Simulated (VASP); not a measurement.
Write the native input for VASP 6.6.1 that does the following.

| Property | Result |
| --- | --- |
| Task | single point |
| Functional | PBE |
| Potentials or basis | VASP PAW PBE potentials, release 64 (Si, C, Ta_pv, N) |
| Cutoff | 520 eV |
| k mesh | 3 × 2 × 2, shifted |
| Occupations | gaussian, width 0.1 eV |
| Spin | no spin polarisation |
| Dipole correction | no |
| Further INCAR settings | LREAL = Auto; ALGO = Normal; EDIFF = 1e-07; NBANDS = 58; ISYM = 0 |

The structure of Ta3Si5C5N3 lies in POSCAR:

```
Ta3Si5C5N3
1.0
    5.6587677156     -0.3771723852     -0.3017033362
   -0.4024613106      5.7760117338      0.0301226142
   -0.3340507358      0.0033510077      6.1950063596
Si C Ta N
5 5 3 3
Direct
    0.5537890990      0.4749075290      0.0383246607
    0.7861471860      0.3515283511      0.3438372702
    0.1547865308      0.4680074298      0.0951720679
    0.7527065154      0.3380264381      0.7259300354
    0.2334996173      1.0159182744      0.9530321702
    0.3836449414      0.9160557332      0.6246253022
    0.0135801400      0.1599221792      0.0907414260
    0.0209592205      0.5657964578      0.8098817349
    0.0618787036      0.5724551142      0.3493040409
    0.2762726659      0.1300441469      0.6275895149
    0.3271970300      0.5250839444      0.6289353721
    0.9734494689      0.8660530720      0.5320494248
    0.6864764657      0.9549243257      0.9322838001
    0.5763626204      0.8132353904      0.5690825001
    0.9807620967      0.7953102144      0.8665481586
    0.8664353401      0.0694930152      0.2588764586
```

The input as run:

INCAR

```
  PREC = Accurate
  ENCUT = 520
  EDIFF = 1E-7
  ISMEAR = 0
  SIGMA = 0.1
  LREAL = Auto
  LASPH = T
  NELM = 80
  ALGO = Normal
  ISIF = 2
  LWAVE = F
  LCHARG = F
  GGA = PE
  NBANDS = 58
  ISYM = 0
```

KPOINTS

```
Automatic mesh
0
Gamma
  3 2 2
  0 0.5 0.5
```

Potentials or basis: VASP PAW PBE potentials, release 64 (Si, C, Ta_pv, N).

Launch:

```sh
$ cat potpaw_PBE.64/Si/POTCAR potpaw_PBE.64/C/POTCAR potpaw_PBE.64/Ta_pv/POTCAR potpaw_PBE.64/N/POTCAR > POTCAR
$ mpirun -np 1 vasp_std > vasp.out
```

Results of the run:

* Pressure: 0.2 GPa
* Largest force: 0.077 eV/Å
* Band gap on the k mesh: 0.27 eV (least direct gap 0.44 eV)

Caveat: the k points lie up to 0.55 Å⁻¹ apart; spin-orbit coupling is left out, which moves the levels of the heavy elements.

Wall time 2.3 min on 1 thread of Intel(R) Xeon(R) Platinum 8259CL CPU @ 2.50GHz (Skylake/Cascade Lake), on a shared host, peak memory 0.32 GiB.
